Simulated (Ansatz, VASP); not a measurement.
One calculation of Ga, two programs

File INCAR:

```
SYSTEM = Ga
ALGO     = Normal         ! electronic algorithm
EDIFF    = 1E-6           ! SCF threshold, eV
ENCUT    = 520            ! plane-wave cutoff, eV
GGA      = PE             ! functional
ISIF     = 2              ! what is computed and relaxed
ISMEAR   = -1             ! smearing method
LASPH    = .True.         ! aspherical terms in the spheres
LCHARG   = .False.        ! write CHGCAR
LREAL    = .False.        ! projectors in reciprocal space
LWAVE    = .False.        ! write WAVECAR
NBANDS   = 34             ! bands
NELM     = 60             ! most SCF steps
PREC     = Accurate       ! precision mode
SIGMA    = 0.05           ! smearing width, eV
```

KPOINTS

```
k-points
0
Gamma
  9 9 8
  0 0 0
```

File POSCAR:

```
Ga
1.0
    2.2995837791     -3.8973680524      0.0000000000
    2.2995837791      3.8973680524      0.0000000000
    0.0000000000      0.0000000000      4.6052852350
Ga
4
Direct
    0.1525000000      0.8475000000      0.0785000000
    0.6525000000      0.3475000000      0.4215000000
    0.8475000000      0.1525000000      0.9215000000
    0.3475000000      0.6525000000      0.5785000000
```

Input for Ansatz:

```yaml
crystal:
  lattice:
    - [2.2995837791, -3.8973680524, 0.0]
    - [2.2995837791, 3.8973680524, 0.0]
    - [0.0, 0.0, 4.605285235]
  atoms:
    - { symbol: Ga, position: [0.1525, 0.8475, 0.0785] }
    - { symbol: Ga, position: [0.6525, 0.3475, 0.4215] }
    - { symbol: Ga, position: [0.8475, 0.1525, 0.9215] }
    - { symbol: Ga, position: [0.3475, 0.6525, 0.5785] }
kpoints:
  mp_grid: { grid: [9, 9, 8] }
  band_path:
    path:
      - [0.0, 0.0, 0.0]
      - [-0.5, 0.5, 0.0]
      - [-0.337035342, 0.662964658, 0.0]
      - [0.337035342, 0.337035342, 0.0]
      - [0.0, 0.0, 0.0]
      - [0.0, 0.0, 0.5]
      - [0.337035342, 0.337035342, 0.5]
      - [-0.337035342, 0.662964658, 0.5]
      - [-0.5, 0.5, 0.5]
    npoints: 5
scf:
  occupations: { method: fermi_dirac, width: 0.05 }
hamiltonian:
  xc: pbe
  pseudopotentials: { kind: all_electron, lapw: { basis_error: 0.001 } }
output:
  forces: true
  stress: true
  eigenvalues: true
```

Change from the starting cell: volume scaled by 1.06.

Alike in both runs: task single point; functional PBE; k mesh 9 × 9 × 8; occupations fermi-dirac, width 0.05 eV; no spin polarisation.

|  | VASP | Ansatz |
| --- | --- | --- |
| version | VASP 6.6.1 | Ansatz 0.2.0 |
| potentials or method | VASP PAW PBE potentials, release 64 (Ga_d), cutoff 520 eV | all-electron LAPW, scalar-relativistic |

Ansatz gave:

| Property | Result |
| --- | --- |
| pressure (GPa) | -0.8 |
| traceless stress, the component that is largest in VASP (GPa) | 1.07 |
| rms of the force components (eV/Å) | 0.233 |

Q: Estimate VASP's values.

A: Pressure (GPa): -0.7; traceless stress, the component that is largest in VASP (GPa): 1.10; rms of the force components (eV/Å): 0.234.

Atom by atom the forces differ by 0.001 eV/Å (rms over components). Ansatz ran all-electron here, and VASP with PAW potentials.
